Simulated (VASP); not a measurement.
# Al (Fm-3m) in VASP: a series of runs

The runs below take Al through single point, with SVWN5.

Program: VASP 6.6.1. These are calculated values, not measurements. Logs are shortened: lines on timing, memory, paths and dates and some standing lists are left out, and cuts for length are marked.

### 1 The cell of the first run

The structure is cubic, space group Fm-3m (No. 225). The conventional cell has a = 4.103 Å, b = 4.103 Å, c = 4.103 Å, α = 90.00°, β = 90.00°, γ = 90.00°. Within 3.8 Å of Al (site symmetry m-3m) lie 12 Al at 2.90 Å.

### 2 Single point, SVWN5

INCAR reads:

```
SYSTEM = Al
ALGO = Fast ; EDIFF = 1E-7
ENCUT = 520 ; GGA = VW
ISIF = 2 ; ISMEAR = -1
LASPH = .True. ; LCHARG = .False.
LREAL = .False. ; LWAVE = .False.
NBANDS = 8 ; NELM = 60
PREC = Accurate ; SIGMA = 0.05
```

KPOINTS reads:

```
k-points
0
Gamma
  11 11 11
  0 0 0
```

POSCAR reads:

```
Al
1.0
    0.0000000000      2.0514502267      2.0514502267
    2.0514502267      0.0000000000      2.0514502267
    2.0514502267      2.0514502267      0.0000000000
Al
1
Direct
    0.0000000000      0.0000000000      0.0000000000
```

Potentials or basis: VASP PAW PBE potentials, release 64 (Al).

On the command line:

```sh
> cat potpaw_PBE.64/Al/POTCAR > POTCAR
> mpirun -np 1 vasp_std > vasp.out
```

OUTCAR:

```text
SYSTEM = Al
   EDIFF = 1E-7
   ENCUT = 520
   GGA = VW
   ISIF = 2
   ISMEAR = -1
   LASPH = .True.
   LREAL = .False.
   NELM = 60
   PREC = Accurate

 ion  position               nearest neighbor table
   1  0.000  0.000  0.000-

  LATTYP: Found a face centered cubic cell.
 ALAT       =     4.1029004534

  Lattice vectors:

 A1 = (   0.0000000000,   2.0514502267,   2.0514502267)
 A2 = (   2.0514502267,   0.0000000000,   2.0514502267)
 A3 = (   2.0514502267,   2.0514502267,   0.0000000000)

Analysis of symmetry for initial positions (statically):
=====================================================================
 Subroutine PRICEL returns:
 Original cell was already a primitive cell.

 Routine SETGRP: Setting up the symmetry group for a
 face centered cubic supercell.

 Subroutine GETGRP returns: Found 48 space group operations
[... 9 lines left out ...]

 Routine SETGRP: Setting up the symmetry group for a
 face centered cubic supercell.

 Subroutine GETGRP returns: Found 48 space group operations
 (whereof 48 operations were pure point group operations)
 out of a pool of 48 trial point group operations.

The dynamic configuration has the point symmetry O_h .

 Subroutine INISYM returns: Found 48 space group operations
 (whereof 48 operations are pure point group operations),
 and found     1 'primitive' translations

----------------------------------------------------------------------------------------

                                     Primitive cell

  volume of cell :      17.2668

  direct lattice vectors                    reciprocal lattice vectors
     0.000000000  2.051450227  2.051450227    -0.243730018  0.243730018  0.243730018
     2.051450227  0.000000000  2.051450227     0.243730018 -0.243730018  0.243730018
     2.051450227  2.051450227  0.000000000     0.243730018  0.243730018 -0.243730018

  length of vectors
     2.901188733  2.901188733  2.901188733     0.422152774  0.422152774  0.422152774

  position of ions in fractional coordinates (direct lattice)
     0.000000000  0.000000000  0.000000000

  ion indices of the primitive-cell ions
   primitive index   ion index
                 1           1

----------------------------------------------------------------------------------------

 KPOINTS: k-points

Automatic generation of k-mesh.
 Grid dimensions read from file:
[... 60 lines left out ...]
   LNONCOLLINEAR =      F non collinear calculations
   LSORBIT =      F    spin-orbit coupling
   LASPH  =      T    aspherical Exc in radial PAW
   ENCUT  =  520.0 eV  38.22 Ry    6.18 a.u.   5.39  5.39  5.39*2*pi/ulx,y,z
   NELM   =     60;   NELMIN=  2; NELMDL= -5     # of ELM steps
   EDIFF  = 0.1E-06   stopping-criterion for ELM
   LREAL  =      F    real-space projection
   EDIFFG = 0.1E-05   stopping-criterion for IOM
   NSW    =      0    number of steps for IOM
   IBRION =     -1    ionic relax: 0-MD 1-quasi-New 2-CG
   NFREE  =      0    steps in history (QN), initial steepest desc. (CG)
   ISIF   =      2    stress and relaxation
   ISYM   =      2    0-nonsym 1-usesym 2-fastsym
   POTIM  = 0.5000    time-step for ionic-motion
   TEBEG  =    0.0;   TEEND  =   0.0 temperature during run
   PSTRESS=    0.0 pullay stress
   NELECT =       3.0000    total number of electrons
   NUPDOWN=      -1.0000    fix difference up-down
   EMIN   =  10.00;   EMAX   =-10.00  energy-range for DOS
   EFERMI =   0.00;   METHOD = LEGACY
   ISMEAR =    -1;   SIGMA  =   0.05  broadening in eV -4-tet -1-fermi 0-gaus
   EFERMI_NEDOS =   21; number of points for ismear=-14 and -15
   IALGO  =     68    algorithm
   IMIX   =      4    mixing-type and parameters
     AMIX     =   0.40;   BMIX     =  1.00
     AMIX_MAG =   1.60;   BMIX_MAG =  1.00
  volume/ion in A,a.u.               =      17.27       116.52
  Fermi-wavevector in a.u.,A,eV,Ry     =   0.913505  1.726274 11.353945  0.834491
  Thomas-Fermi vector in A             =   2.038024
   LORBIT       =      0    0 simple, 1 ext, 2 COOP (PROOUT), +10 PAW based schemes
   GGA     = VW    functional components
   LHFCALC =     F    Hartree Fock is set to
   AEXX    =    0.0000 exact exchange contribution
   IVDW    =     0    specifies the selected vdW correction
   LEPSILON=     F    determine dielectric tensor
   LRPA    =     F    only Hartree local field effects (RPA)
 non-spin polarized calculation
 RMM-DIIS sequential band-by-band and
  energy-cutoff  :      520.00
  volume of cell :       17.27
 maximum number of plane-waves:       483
 NGX is ok and might be reduce to    24
   NGX = 11   NGY = 11   NGZ = 11

 number of electron       3.0000000 magnetization

 Free energy of the ion-electron system (eV)
  ---------------------------------------------------
  ext. energy  EPLUGINS =         0.00000000
  ---------------------------------------------------
  free energy    TOTEN  =        -4.15312075 eV

  energy without entropy =       -4.14899268  energy(sigma->0) =       -4.15105671

 E-fermi :   7.3693     XC(G=0): -10.1631

 val. band max:        7.1258714487   @ k =  -0.2727   0.2727   0.0909
 cond. band min:       7.3773224967   @ k =  -0.4545   0.3636   0.0000
 fundamental gap:      0.2514510480
 Fermi energy:         7.3693206683

 k-point     1 :       0.0000    0.0000    0.0000
  band No.  band energies     occupation
      1      -3.4504      2.00000
      2      19.7271      0.00000
      3      19.7271      0.00000
      4      19.7271      0.00000
      5      20.6802      0.00000
      6      20.6802      0.00000
      7      20.6802      0.00000
      8      23.6246      0.00000
[... 243 lines left out ...]
 k-point    24 :      -0.1818    0.1818    0.0000
  band No.  band energies     occupation
      1      -1.1469      2.00000
      2      11.1180      0.00000
      3      12.3724      0.00000
      4      18.7373      0.00000
      5      20.8007      0.00000
      6      21.9682      0.00000
      7      22.7779      0.00000
      8      23.7419      0.00000

 [... further k-points ...]
[... 5 lines left out ...]
  --------------------------------------------------------------------------------------
  -------------------------------------------------------------------------------------
  Total       -0.6266904     -0.6266904     -0.6266904     -0.0000000      0.0000000     -0.0000000
  in kB      -58.1501287    -58.1501287    -58.1501287     -0.0000000      0.0000000     -0.0000000
  external PRESSURE =     -58.1501287 kB  Pullay stress =       0.0000000 kB

 VOLUME and BASIS-vectors are now :
 -----------------------------------------------------------------------------
  energy-cutoff  :      520.00
  volume of cell :       17.27
      direct lattice vectors                 reciprocal lattice vectors
     0.000000000  2.051450227  2.051450227    -0.243730018  0.243730018  0.243730018
     2.051450227  0.000000000  2.051450227     0.243730018 -0.243730018  0.243730018
     2.051450227  2.051450227  0.000000000     0.243730018  0.243730018 -0.243730018

 POSITION                                       TOTAL-FORCE (eV/Angst)
 -----------------------------------------------------------------------------------
      0.00000      0.00000      0.00000         0.000000      0.000000      0.000000
 -----------------------------------------------------------------------------------
    total drift:                                0.000000     -0.000000     -0.000000

  FREE ENERGIE OF THE ION-ELECTRON SYSTEM (eV)
  ---------------------------------------------------
  free  energy   TOTEN  =        -4.1531207477 eV

  energy  without entropy=       -4.1489926767  energy(sigma->0) =       -4.15105671
```

stdout:

```text
POSCAR found type information on POSCAR Al
 POSCAR found :  1 types and       1 ions
 scaLAPACK will be used
 -----------------------------------------------------------------------------
|                                                                             |
|                                                                             |
|     You enforced a specific xc type in the INCAR file but a different       |
|     I HOPE YOU KNOW WHAT YOU ARE DOING!                                     |
|                                                                             |
 -----------------------------------------------------------------------------

 LDA part: xc-table for (Slater(with rela. corr.)+VWN5), standard interpolation
 POSCAR, INCAR and KPOINTS ok, starting setup
 FFT: planning ... GRIDC
 FFT: planning ... GRID_SOFT
 FFT: planning ... GRID
 WAVECAR not read
 entering main loop
```

Wall time 3.5 s (1 thread of Intel Xeon 6975P-C (Granite Rapids), shared host); peak memory 0.12 GiB.

What came out:

| Item | Value |
| --- | --- |
| Free energy | -4.1531 eV |
| Pressure | -5.8 GPa |

Caveat: the PAW data sets were made with another functional, which shifts forces and pressure a little.

### 3 Single point, SVWN5

This run uses another cell than the first one, of 17.60 Å³/atom, 1.019 times its volume.

INCAR reads:

```
SYSTEM = Al
PREC = Accurate ; ENCUT = 520
EDIFF = 1E-6 ; ISMEAR = -1
SIGMA = 0.05 ; LREAL = .FALSE.
LASPH = .TRUE. ; NELM = 80
ALGO = Normal ; ISIF = 2
LWAVE = .FALSE. ; LCHARG = .FALSE.
GGA = VW ; NBANDS = 8
```

KPOINTS reads:

```
Automatic mesh
0
G
  11 11 11
  0 0 0
```

POSCAR reads:

```
Al
1.0
    0.0000000000      2.0645171409      2.0645171409
    2.0645171409      0.0000000000      2.0645171409
    2.0645171409      2.0645171409      0.0000000000
Al
1
Direct
    0.0000000000      0.0000000000      0.0000000000
```

Potentials or basis: VASP PAW PBE potentials, release 64 (Al).

On the command line:

```sh
> cat potpaw_PBE.64/Al/POTCAR > POTCAR
> mpirun -np 1 vasp_std > vasp.out
```

Wall time 3.1 s (1 thread of Intel Xeon 6975P-C (Granite Rapids), shared host); peak memory 0.11 GiB.

Results (log left out):

```
Free energy : -4.1400 eV
Pressure    : -6.8 GPa
```

Levels at points of the mesh, in eV from the Fermi level:
```csv
k point,band 1,band 2,band 3,band 4
"(0.00, 0.00, 0.00)",-10.69,12.26,12.26,12.26
```

Caveat: the PAW data sets were made with another functional, which shifts forces and pressure a little.
